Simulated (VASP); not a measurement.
Runs of VASP 6.6.1 on O. The structure is that of space group I4_1/amd (No. 141), or close to it. The cells are those of the table. 

| cell | gap on the mesh (eV) | pressure (GPa) |
| --- | --- | --- |
| a = 3.035, b = 3.035, c = 3.151 Å, angles 58.7, 58.7, 62.5°, 2 atoms | none | -1.4 |
| a = 3.134, b = 3.134, c = 2.963 Å, angles 61.8, 61.8, 56.4°, 2 atoms | none | -1.9 |
| a = 3.158, b = 3.158, c = 2.930 Å, angles 62.4, 62.4, 55.3°, 2 atoms | none | (a) |
| a = 3.008, b = 3.008, c = 3.241 Å, angles 57.4, 57.4, 65.2°, 2 atoms | none | -3.5 |
| a = 3.020, b = 3.020, c = 3.195 Å, angles 58.1, 58.1, 63.9°, 2 atoms | none | (b) |

Alike in all rows: task single point; level PBEsol; potentials or basis VASP PAW PBE potentials, release 64 (O); no spin polarisation; k mesh 7 × 7 × 7; cutoff (eV) 600; smearing fermi-dirac 0.05 eV.

Problem. Fill in the values left out.

Solution. (a) -2.9; (b) -2.2.

Caveats: some runs use coarse meshes; the PAW data sets were made with another functional, which shifts forces and pressure a little.

A gap of «none» marks levels without a gap at the run's occupations.
